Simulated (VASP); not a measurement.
# Al (P6/mmm) in VASP: a series of runs, part 2 of 2

VASP 6.6.1. Earlier steps stand in the parts before.

**3. Single point, r2SCAN0**

The input, POSCAR:

```
Al
1.0
    4.5467300000      0.0000000000      0.0000000000
   -2.2733700000      3.9375800000      0.0000000000
    0.0000000000      0.0000000000      2.7539300000
Al
2
Direct
    0.3333300000      0.6666700000      0.5000000000
    0.6666700000      0.3333300000      0.5000000000
```

The input, INCAR.step1:

```
SYSTEM = Al
ALGO = Normal
EDIFF = 1E-5
ENCUT = 520
GGA = PE
ISIF = 2
ISMEAR = -1
LASPH = .TRUE.
LREAL = .FALSE.
LWAVE = .TRUE.
NBANDS = 10
NELM = 80
PREC = Accurate
SIGMA = 0.05
```

The input, INCAR.step2:

```
SYSTEM = Al
AEXX = 0.25
ALGO = Normal
EDIFF = 1E-6
ENCUT = 520
ISIF = 2
ISMEAR = -1
ISTART = 1
LASPH = .TRUE.
LCHARG = .TRUE.
LELF = .TRUE.
LHFCALC = .TRUE.
LMIXTAU = .TRUE.
LREAL = .FALSE.
LVHAR = .TRUE.
LWAVE = .FALSE.
METAGGA = R2SCAN
NBANDS = 10
NELM = 80
PREC = Accurate
PRECFOCK = Normal
SIGMA = 0.05
```

The input, KPOINTS:

```
k-points
0
G
  4 4 5
  0 0 0
```

Potentials or basis: VASP PAW PBE potentials, release 64 (Al).

On the command line:

```
cat potpaw_PBE.64/Al/POTCAR > POTCAR
cp INCAR.step1 INCAR
mpirun -np 1 vasp_std > vasp.out
cp INCAR.step2 INCAR
mpirun -np 1 vasp_std > vasp.out
```

OUTCAR:

```text
SYSTEM = Al
   AEXX = 0.25
   EDIFF = 1E-6
   ENCUT = 520
   ISIF = 2
   ISMEAR = -1
   ISTART = 1
   LASPH = .TRUE.
   LHFCALC = .TRUE.
   LREAL = .FALSE.
   METAGGA = R2SCAN
   NELM = 80
   PREC = Accurate
   PRECFOCK = Normal

 ion  position               nearest neighbor table
   1  0.333  0.667  0.500-   2 2.63   2 2.63   2 2.63
   2  0.667  0.333  0.500-   1 2.63   1 2.63   1 2.63

  LATTYP: Found a hexagonal cell.
 ALAT       =     4.5467300000
 C/A-ratio  =     0.6056946421

  Lattice vectors:

 A1 = (   4.5467300000,   0.0000000000,   0.0000000000)
 A2 = (  -2.2733700000,   3.9375800000,   0.0000000000)
 A3 = (   0.0000000000,   0.0000000000,   2.7539300000)

Analysis of symmetry for initial positions (statically):
=====================================================================
 Subroutine PRICEL returns:
 Original cell was already a primitive cell.

 Routine SETGRP: Setting up the symmetry group for a
 hexagonal supercell.

 Subroutine GETGRP returns: Found  8 space group operations
 (whereof  8 operations were pure point group operations)
 out of a pool of 24 trial point group operations.

The static configuration has the point symmetry D_2h.

Analysis of symmetry for dynamics (positions and initial velocities):
=====================================================================
 Subroutine PRICEL returns:
 Original cell was already a primitive cell.

 Routine SETGRP: Setting up the symmetry group for a
 hexagonal supercell.

 Subroutine GETGRP returns: Found  8 space group operations
 (whereof  8 operations were pure point group operations)
 out of a pool of 24 trial point group operations.

The dynamic configuration has the point symmetry D_2h.

 Subroutine INISYM returns: Found  8 space group operations
 (whereof  8 operations are pure point group operations),
 and found     1 'primitive' translations

----------------------------------------------------------------------------------------

                                     Primitive cell

  volume of cell :      49.3039

  direct lattice vectors                    reciprocal lattice vectors
     4.546730000  0.000000000  0.000000000     0.219938285  0.126981826  0.000000000
    -2.273370000  3.937580000  0.000000000     0.000000000  0.253963094  0.000000000
     0.000000000  0.000000000  2.753930000     0.000000000  0.000000000  0.363117436

  length of vectors
     4.546730000  4.546729309  2.753930000     0.253963056  0.253963094  0.363117436

  position of ions in fractional coordinates (direct lattice)
     0.333330000  0.666670000  0.500000000
     0.666670000  0.333330000  0.500000000

  ion indices of the primitive-cell ions
   primitive index   ion index
                 1           1
                 2           2

----------------------------------------------------------------------------------------

 KPOINTS: k-points

Automatic generation of k-mesh.
 Grid dimensions read from file:
 generate k-points for:    4    4    5
[... 42 lines left out ...]
   k-points           NKPTS =     21   k-points in BZ     NKDIM =     80   number of bands    NBANDS=     10
   number of dos      NEDOS =    301   number of ions     NIONS =      2
   total plane-waves  NPLWV =  25920
   dimension x,y,z NGX =    36 NGY =   36 NGZ =   20
   dimension x,y,z NGXF=    72 NGYF=   72 NGZF=   40
   ions per type =               2
   NGX,Y,Z   is equivalent  to a cutoff of  13.16, 13.16, 12.07 a.u.
   NGXF,Y,Z  is equivalent  to a cutoff of  26.33, 26.33, 24.15 a.u.
 SYSTEM =  Al
   PREC   = accura    normal or accurate (medium, high low for compatibility)
   ISTART =      1    job   : 0-new  1-cont  2-samecut
   ICHARG =      0    charge: 1-file 2-atom 10-const
   ISPIN  =      1    spin polarized calculation?
   LNONCOLLINEAR =      F non collinear calculations
   LSORBIT =      F    spin-orbit coupling
   LASPH  =      T    aspherical Exc in radial PAW
   ENCUT  =  520.0 eV  38.22 Ry    6.18 a.u.   8.45  8.45  5.12*2*pi/ulx,y,z
   NELM   =     80;   NELMIN=  2; NELMDL=  0     # of ELM steps
   EDIFF  = 0.1E-05   stopping-criterion for ELM
   LREAL  =      F    real-space projection
   EDIFFG = 0.1E-04   stopping-criterion for IOM
   NSW    =      0    number of steps for IOM
   IBRION =     -1    ionic relax: 0-MD 1-quasi-New 2-CG
   NFREE  =      0    steps in history (QN), initial steepest desc. (CG)
   ISIF   =      2    stress and relaxation
   ISYM   =      3    0-nonsym 1-usesym 2-fastsym
   POTIM  = 0.5000    time-step for ionic-motion
   TEBEG  =    0.0;   TEEND  =   0.0 temperature during run
   PSTRESS=    0.0 pullay stress
   NELECT =       6.0000    total number of electrons
   NUPDOWN=      -1.0000    fix difference up-down
   EMIN   =  10.00;   EMAX   =-10.00  energy-range for DOS
   EFERMI =   0.00;   METHOD = LEGACY
   ISMEAR =    -1;   SIGMA  =   0.05  broadening in eV -4-tet -1-fermi 0-gaus
   EFERMI_NEDOS =   21; number of points for ismear=-14 and -15
   IALGO  =     38    algorithm
   IMIX   =      1    mixing-type and parameters
     AMIX     =   0.40;   BMIX     =  1.00
     AMIX_MAG =   1.60;   BMIX_MAG =  1.00
  volume/ion in A,a.u.               =      24.65       166.36
  Fermi-wavevector in a.u.,A,eV,Ry     =   0.811269  1.533076  8.954770  0.658157
  Thomas-Fermi vector in A             =   1.920597
   LORBIT       =      0    0 simple, 1 ext, 2 COOP (PROOUT), +10 PAW based schemes
   METAGGA = R2SCAN    functional components
   LHFCALC =     T    Hartree Fock is set to
   PRECFOCK=normal    Normal, Fast or Accurate (Low or Medium for compatibility)
   ENCUT4O =  -1.0   cutoff for four orbital integrals eV
   NKREDX  =     1    reduce k-point grid by
   NKREDY  =     1    reduce k-point grid by
   NKREDZ  =     1    reduce k-point grid by
   AEXX    =    0.2500 exact exchange contribution
   HFSCREEN=    0.0000 screening length (either q_TF or 0.3 A-1)
   HFSCREENC=   0.0000 screening length for correlation (either q_TF or 0.3 A-1)
   ENCUTFOCK=  -1.0 apply spherical cutoff to Coloumb kernel
   IVDW    =     0    specifies the selected vdW correction
   LEPSILON=     F    determine dielectric tensor
   LRPA    =     F    only Hartree local field effects (RPA)
 non-spin polarized calculation
  energy-cutoff  :      520.00
  volume of cell :       49.30
 maximum number of plane-waves:      1354
 NGX is ok and might be reduce to    36
  NGX = 28; NGY = 28; NGZ = 16

 number of electron       6.0000000 magnetization

 Free energy of the ion-electron system (eV)
  ---------------------------------------------------
  ext. energy  EPLUGINS =         0.00000000
  ---------------------------------------------------
  free energy    TOTEN  =       -12.14344263 eV

  energy without entropy =      -12.13913962  energy(sigma->0) =      -12.14129113

 E-fermi :   3.9042     XC(G=0):  -6.9746

 val. band max:        3.3444499863   @ k =   0.0000   0.0000   0.0000
 cond. band min:       4.0237408975   @ k =  -0.2500   0.5000   0.4000
 fundamental gap:      0.6792909112
 Fermi energy:         3.9041969036

 k-point     1 :       0.0000    0.0000    0.0000
  band No.  band energies     occupation
      1      -6.8968      2.00000
      2       2.3969      2.00000
      3       2.3971      2.00000
      4       3.3444      1.99997
      5       6.9060      0.00000
      6       6.9062      0.00000
      7      10.4436      0.00000
      8      14.8479      0.00000
      9      15.3850      0.00000
     10      21.8095      0.00000
[... 248 lines left out ...]
 k-point    21 :      -0.2500    0.5000    0.4000
  band No.  band energies     occupation
      1      -1.5731      2.00000
      2       0.6199      2.00000
      3       2.9130      2.00000
      4       4.0237      0.16774
      5       5.5206      0.00000
      6       9.1341      0.00000
      7      11.1043      0.00000
      8      11.3603      0.00000
      9      14.8428      0.00000
     10      15.1546      0.00000

------------------------ aborting loop because EDIFF is reached ----------------------------------------

  FORCE on cell =-STRESS in cart. coord.  units (eV):
  Direction    XX          YY          ZZ          XY          YZ          ZX
  --------------------------------------------------------------------------------------
  -------------------------------------------------------------------------------------
  Total       -0.3737959     -0.3736534      0.3615826      0.0001232      0.0000000      0.0000000
  in kB      -12.1468483    -12.1422201     11.7499676      0.0040039      0.0000000      0.0000000
  external PRESSURE =      -4.1797003 kB  Pullay stress =       0.0000000 kB

 VOLUME and BASIS-vectors are now :
 -----------------------------------------------------------------------------
  energy-cutoff  :      520.00
  volume of cell :       49.30
      direct lattice vectors                 reciprocal lattice vectors
     4.546730000  0.000000000  0.000000000     0.219938285  0.126981826  0.000000000
    -2.273370000  3.937580000  0.000000000     0.000000000  0.253963094  0.000000000
     0.000000000  0.000000000  2.753930000     0.000000000  0.000000000  0.363117436

 POSITION                                       TOTAL-FORCE (eV/Angst)
 -----------------------------------------------------------------------------------
     -0.00003      2.62507      1.37696         0.000072     -0.000041     -0.000000
      2.27339      1.31251      1.37696        -0.000072      0.000041      0.000000
 -----------------------------------------------------------------------------------
    total drift:                               -0.000000     -0.000000     -0.000000

  FREE ENERGIE OF THE ION-ELECTRON SYSTEM (eV)
  ---------------------------------------------------
  free  energy   TOTEN  =       -12.1434426345 eV

  energy  without entropy=      -12.1391396239  energy(sigma->0) =      -12.14129113
```

Wall time 15 min (1 thread of Intel Xeon 8259CL, shared host); peak memory 0.17 GiB.

Results:

* Free energy: -12.1434 eV
* Pressure: -0.4 GPa
* Band gap on the k mesh: zero (bands 3 and 4 overlap by 2.88 eV)

Stress tensor (GPa, compression positive):
```
-1.21  0.00  0.00
 0.00 -1.21  0.00
 0.00  0.00  1.17
```

Caveat: the k points lie up to 0.46 Å⁻¹ apart, too coarse for converged energies and pressures of a metal; the PAW data sets were made with another functional, which shifts forces and pressure a little.

The gap in the log of VASP goes by the Fermi energy; the results here count the filled bands.